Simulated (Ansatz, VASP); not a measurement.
Hg: VASP beside Ansatz

Contents of INCAR:

```
PREC = Accurate ; ENCUT = 520
EDIFF = 1E-7 ; ISMEAR = -1
SIGMA = 0.05 ; LREAL = F
LASPH = T ; NELM = 100
ALGO = Normal ; ISIF = 2
LWAVE = F ; LCHARG = T
GGA = PE ; LELF = T
LVHAR = T ; NBANDS = 12
```

KPOINTS

```
regular mesh
0
Gamma
  12 12 12
```

The input POSCAR:

```
Hg
1.0
    3.1542793418      0.0000000000      0.0000000000
    0.0000000000      3.1542793418      0.0000000000
    0.0000000000      0.0000000000      3.1542793418
Hg
1
Direct
    0.0000000000      0.0000000000      0.0000000000
```

Input for Ansatz:

```yaml
crystal:
  lattice:
    - [3.1542793418, 0.0, 0.0]
    - [0.0, 3.1542793418, 0.0]
    - [0.0, 0.0, 3.1542793418]
  atoms:
    - { symbol: Hg, position: [0.0, 0.0, 0.0] }
kpoints:
  mp_grid: { grid: [12, 12, 12] }
scf:
  occupations: { method: fermi_dirac, width: 0.05 }
hamiltonian:
  xc: pbe
  pseudopotentials: { kind: all_electron, lapw: { basis_error: 0.00025 } }
output:
  forces: true
  stress: true
  eigenvalues: true
```

Change from the starting cell: volume scaled by 1.06.

Alike in both runs: task single point; functional PBE; k mesh 12 × 12 × 12; occupations fermi-dirac, width 0.05 eV; no spin polarisation.

```csv
,VASP,Ansatz
version,VASP 6.6.1,Ansatz 0.2.0
potentials or method,"VASP PAW PBE potentials, release 64 (Hg), cutoff 520 eV","all-electron LAPW, scalar-relativistic"
```

VASP gave:

| Property | Result |
| --- | --- |
| pressure (GPa) | -0.2 |

**Question.** What did Ansatz give for the same quantities?

**Answer.** Pressure (GPa): -0.3.

Ansatz ran all-electron here, and VASP with PAW potentials.

Spin-orbit coupling is off throughout.
